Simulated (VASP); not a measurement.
# OH in VASP: single point with PBE+D3(BJ)

Aim: the single point of OH with PBE+D3(BJ).

Everything below comes from runs of VASP 6.6.1. Logs are shortened: lines on timing, memory, paths and dates and some standing lists are left out, and cuts for length are marked.

### Step 1. The cell of the first run

The cell holds a molecule in a box, 2 atoms: a = 7.175 Å, b = 6.327 Å, c = 23.623 Å, α = 90.00°, β = 90.00°, γ = 90.00°.

### Step 2. Single point, PBE+D3(BJ), collinear spin, ferromagnetic start

File INCAR:

```
ALGO = Normal
DIPOL = 0.5 0.5 0.594
EDIFF = 1E-7
ENCUT = 520
GGA = PE
IDIPOL = 3
ISIF = 2
ISMEAR = 0
ISPIN = 2
IVDW = 12
LASPH = T
LCHARG = F
LDIPOL = T
LORBIT = 11
LREAL = F
LWAVE = F
MAGMOM = 1 0
NBANDS = 14
NELM = 150
PREC = Accurate
SIGMA = 0.05
```

File KPOINTS:

```
k-points
0
Gamma
  2 3 1
```

File POSCAR:

```
HO
1.0
    7.1747300943      0.0000000000      0.0000000000
    0.0000000000      6.3274197401      0.0000000000
    0.0000000000      0.0000000000     23.6232884601
O H
1 1
Direct
    1.1613183847      0.1223149732      0.5815679663
    1.1978280372      0.0087111202      0.6068547289
```

Potentials or basis: VASP PAW PBE potentials, release 64 (O, H).

Started as:

```
> cat potpaw_PBE.64/O/POTCAR potpaw_PBE.64/H/POTCAR > POTCAR
> mpirun -np 1 vasp_std > vasp.out
```

OUTCAR:

```text
EDIFF = 1E-7
   ENCUT = 520
   GGA = PE
   ISIF = 2
   ISMEAR = 0
   ISPIN = 2
   IVDW = 12
   LASPH = T
   LORBIT = 11
   LREAL = F
   NELM = 150
   PREC = Accurate
 IVDW          = 12

 ion  position               nearest neighbor table
   1  0.161  0.122  0.582-   2 0.97
   2  0.198  0.009  0.607-   1 0.97

  LATTYP: Found a simple orthorhombic cell.
 ALAT       =     6.3274197401
 B/A-ratio  =     1.1339108814
 C/A-ratio  =     3.7334789583

  Lattice vectors:

 A1 = (   0.0000000000,  -6.3274197401,   0.0000000000)
 A2 = (   7.1747300943,   0.0000000000,   0.0000000000)
 A3 = (   0.0000000000,   0.0000000000,  23.6232884601)

Analysis of symmetry for initial positions (statically):
=====================================================================
 Subroutine PRICEL returns:
 Original cell was already a primitive cell.

 Routine SETGRP: Setting up the symmetry group for a
 simple orthorhombic supercell.

 Subroutine GETGRP returns: Found  1 space group operations
 (whereof  1 operations were pure point group operations)
 out of a pool of  8 trial point group operations.

The static configuration has the point symmetry C_1 .

Analysis of symmetry for dynamics (positions and initial velocities):
=====================================================================
 Subroutine PRICEL returns:
 Original cell was already a primitive cell.

 Routine SETGRP: Setting up the symmetry group for a
 simple orthorhombic supercell.

 Subroutine GETGRP returns: Found  1 space group operations
 (whereof  1 operations were pure point group operations)
 out of a pool of  8 trial point group operations.

The dynamic configuration has the point symmetry C_1 .

Analysis of structural, dynamic, and magnetic symmetry:
=====================================================================
 Subroutine PRICEL returns:
 Original cell was already a primitive cell.

 Routine SETGRP: Setting up the symmetry group for a
 simple orthorhombic supercell.

 Subroutine GETGRP returns: Found  1 space group operations
 (whereof  1 operations were pure point group operations)
 out of a pool of  8 trial point group operations.

The overall configuration has the point symmetry C_1 .

 Subroutine INISYM returns: Found  1 space group operations
 (whereof  1 operations are pure point group operations),
 and found     1 'primitive' translations

----------------------------------------------------------------------------------------

                                     Primitive cell

  volume of cell :    1072.4389

[... 129 lines left out ...]
      1     -25.4457      1.00000
      2     -11.6026      1.00000
      3      -8.9126      1.00000
      4      -8.9076      1.00000
      5      -1.1364      0.00000
      6      -0.1101      0.00000
      7       0.3131      0.00000
      8       0.8233      0.00000
      9       0.9520      0.00000
     10       1.6380      0.00000
     11       2.0621      0.00000
     12       2.2007      0.00000
     13       2.2827      0.00000
     14       2.7226      0.00000
[... 36 lines left out ...]
  band No.  band energies     occupation
      1     -25.4457      1.00000
      2     -11.6038      1.00000
      3      -8.9142      1.00000
      4      -8.9083      1.00000
      5      -0.5004      0.00000
      6       0.6289      0.00000
      7       0.9796      0.00000
      8       1.1036      0.00000
      9       1.2796      0.00000
     10       1.3996      0.00000
     11       1.5200      0.00000
     12       1.8766      0.00000
     13       1.9649      0.00000
     14       2.0639      0.00000
 Fermi energy:        -7.0862309461

 spin component 2

 k-point     1 :       0.0000    0.0000    0.0000
  band No.  band energies     occupation
      1     -24.0753      1.00000
      2     -11.0210      1.00000
      3      -7.0858      0.49487
      4      -7.0837      0.47143
      5      -1.0628      0.00000
      6      -0.1079      0.00000
      7       0.3192      0.00000
      8       0.8324      0.00000
      9       0.9657      0.00000
     10       1.6740      0.00000
     11       2.1402      0.00000
     12       2.2118      0.00000
     13       2.2979      0.00000
     14       2.7506      0.00000
[... 37 lines left out ...]
      1     -24.0752      1.00000
      2     -11.0225      1.00000
      3      -7.0877      0.51673
      4      -7.0868      0.50634
      5      -0.3905      0.00000
      6       0.6538      0.00000
      7       0.9884      0.00000
      8       1.1116      0.00000
      9       1.3408      0.00000
     10       1.4198      0.00000
     11       1.5167      0.00000
     12       1.8855      0.00000
     13       1.9857      0.00000
     14       2.0789      0.00000

------------------------ aborting loop because EDIFF is reached ----------------------------------------

 vacuum level on the upper side and lower side of the slab       (xc-potential included)        -0.387         0.392

 Edisp (eV)   -0.00464

 E8    (eV) :    -0.0011

  FORCE on cell =-STRESS in cart. coord.  units (eV):
  Direction    XX          YY          ZZ          XY          YZ          ZX
  --------------------------------------------------------------------------------------
  -------------------------------------------------------------------------------------
  Total       0.02107     0.36520     0.22721    -0.15601    -0.35330     0.12655
  in kB       0.03148     0.54559     0.33945    -0.23307    -0.52781     0.18905
  external pressure =        0.31 kB  Pullay stress =        0.00 kB

 VOLUME and BASIS-vectors are now :
 -----------------------------------------------------------------------------
  energy-cutoff  :      520.00
  volume of cell :     1072.44
      direct lattice vectors                 reciprocal lattice vectors
     7.174730094  0.000000000  0.000000000     0.139378065  0.000000000  0.000000000
     0.000000000  6.327419740  0.000000000     0.000000000  0.158042305  0.000000000
     0.000000000  0.000000000 23.623288460     0.000000000  0.000000000  0.042331109

 POSITION                                       TOTAL-FORCE (eV/Angst)
 -----------------------------------------------------------------------------------
      1.15742      0.77394     13.73855        -0.211652      0.591027     -0.441706
      1.41936      0.05512     14.33590         0.211652     -0.591027      0.441706
 -----------------------------------------------------------------------------------
    total drift:                                0.000344     -0.000599      0.000320

  FREE ENERGIE OF THE ION-ELECTRON SYSTEM (eV)
  ---------------------------------------------------
  free  energy   TOTEN  =        -7.5597799043 eV

  energy  without entropy=       -7.5315971955  energy(sigma->0) =       -7.54568855

 vacuum level on the upper side and lower side of the slab        -0.314         0.483

 total charge

# of ion       s       p       d       tot
------------------------------------------
    1        1.603   3.256   0.000   4.859
    2        0.633   0.122   0.000   0.755
--------------------------------------------------
tot          2.236   3.378   0.000   5.614

 magnetization (x)

# of ion       s       p       d       tot
------------------------------------------
    1        0.009   0.762   0.000   0.771
    2       -0.013   0.011   0.000  -0.002
--------------------------------------------------
tot         -0.004   0.773   0.000   0.769
```

Wall time 4.5 min (1 thread of Intel Xeon Platinum 8488C (Sapphire Rapids), shared host); peak memory 1.3 GiB.

Results:

```
Free energy                                           : -7.5598 eV
Largest force                                         : 0.768 eV/Å
Gap between the frontier levels                       : zero (filled and empty bands touch)
Net moment                                            : 1.00 μB per cell
Site moments                                          : O +0.77; H -0.00 μB
Valence electrons inside the program's atomic spheres : O 4.86; H 0.76
Dispersion energy per atom                            : -0.002 eV
```

Forces on the atoms (eV/Å):
```
O   -0.212  0.591 -0.442
H    0.212 -0.591  0.442
```

Caveat: the k points lie up to 0.44 Å⁻¹ apart.
